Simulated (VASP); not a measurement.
Input of a VASP 6.6.1 run:

Contents of INCAR:

```
ALGO = Normal
EDIFF = 1E-6
ENCUT = 400
GGA = PE
GGA_COMPAT = F
ISIF = 2
ISMEAR = 0
ISPIN = 2
LASPH = T
LCHARG = F
LORBIT = 11
LREAL = Auto
LWAVE = F
MAGMOM = 0.25 0 0 0.25 0 0.25 0 0 0 0 0 0 0.25 0 0 0 0 0 0 0 0 0 0 0 0 0 0 0 0 0 0
NBANDS = 86
NELM = 200
PREC = Accurate
SIGMA = 0.01
```

Contents of KPOINTS:

```
Automatic mesh
0
Gamma
  2 2 2
  0.5 0.5 0.5
```

POSCAR

```
Al16P15
1.0
   -5.5073398843      5.5073398843     -5.5073398843
    5.5073398843     -5.5073398843     -5.5073398843
   -5.5073398843     -5.5073398843      5.5073398843
Al P
16 15
Direct
    0.5000000000      0.2327801729      0.2500000000
    0.2477873802      0.2486109794      0.4986109794
    0.0008235992      0.2522126198      0.7508235992
    0.7327801729      0.0000000000      0.2500000000
    0.7486109794      0.2486109794     -0.0022126198
    0.5000000000      0.0000000000      0.4827801729
    0.2513890206      0.0000000000      0.7491764008
   -0.0008235992      0.7513890206      0.2500000000
    0.9991764008      1.0000000000      1.0013890206
    0.7486109794      0.7477873802      0.4986109794
    0.5000000000      0.7513890206      0.7491764008
    0.2513890206      0.4991764008      0.2500000000
    0.2672198271      0.7672198271      0.0172198271
    0.0008235992      0.5008235992      0.5022126198
    0.7522126198      0.5008235992      0.7508235992
    0.5000000000      0.4991764008      0.0013890206
    0.2527746180      0.0000000000      0.4972268817
    0.0000000000      0.0000000000      0.7500000000
    0.7472268817      0.7527746180      0.2500000000
    0.7472268817      0.0000000000      0.0027746180
    0.5000000000      0.7527746180      0.4972268817
    0.2527731183      0.7527731183      0.7555477363
    0.0000000000      0.5000000000      0.2500000000
    0.0055477363      0.7527731183      0.0027731183
    0.7472253820      0.4944522637      0.4972253820
    0.5000000000      0.5000000000      0.7500000000
    0.2527746180      0.2472268817      0.2500000000
    0.2527731183      0.5055477363      0.0027731183
   -0.0055477363      0.2472253820      0.4972253820
    0.7472253820      0.2472253820      0.7444522637
    0.5000000000      0.2472268817      0.0027746180
```

Potentials or basis: VASP PAW PBE potentials, release 64 (Al, P).

Command:

```console
$ cat potpaw_PBE.64/Al/POTCAR potpaw_PBE.64/P/POTCAR > POTCAR
$ mpirun -np 1 vasp_std > vasp.out
```

**Question.** What does it give for the net moment?

**Answer.** 0.50 μB per cell.

**Question.** What does it give for the pressure?

**Answer.** -1.6 GPa.

**Question.** Estimate the largest force.

**Answer.** 0.007 eV/Å.

Forces in eV/Å, atoms in the order of the input:
```
Al   0.004 -0.004 -0.004
Al  -0.001  0.000 -0.001
Al   0.000  0.001  0.001
Al  -0.004  0.004 -0.004
Al  -0.001 -0.001  0.000
Al  -0.004 -0.004  0.004
Al   0.000 -0.001  0.001
Al  -0.001  0.001  0.000
Al   0.000  0.001 -0.001
Al   0.000 -0.001 -0.001
Al  -0.001  0.000  0.001
Al   0.001 -0.001  0.000
Al   0.004  0.004  0.004
Al   0.001  0.001  0.000
Al   0.001  0.000  0.001
Al   0.001  0.000 -0.001
P   -0.002 -0.001  0.001
P    0.000  0.000  0.000
P   -0.001  0.001 -0.002
P   -0.002  0.001 -0.001
P   -0.001 -0.002  0.001
P    0.001  0.001  0.002
P    0.000  0.000  0.000
P    0.001  0.002  0.001
P    0.002 -0.001 -0.001
P    0.000  0.000  0.000
P    0.001 -0.001 -0.002
P    0.002  0.001  0.001
P   -0.001  0.002 -0.001
P   -0.001 -0.001  0.002
P    0.001 -0.002 -0.001
```

Caveat: the k points lie up to 0.40 Å⁻¹ apart; the cell differs from its parent crystal (atoms taken out, then relaxed in part).
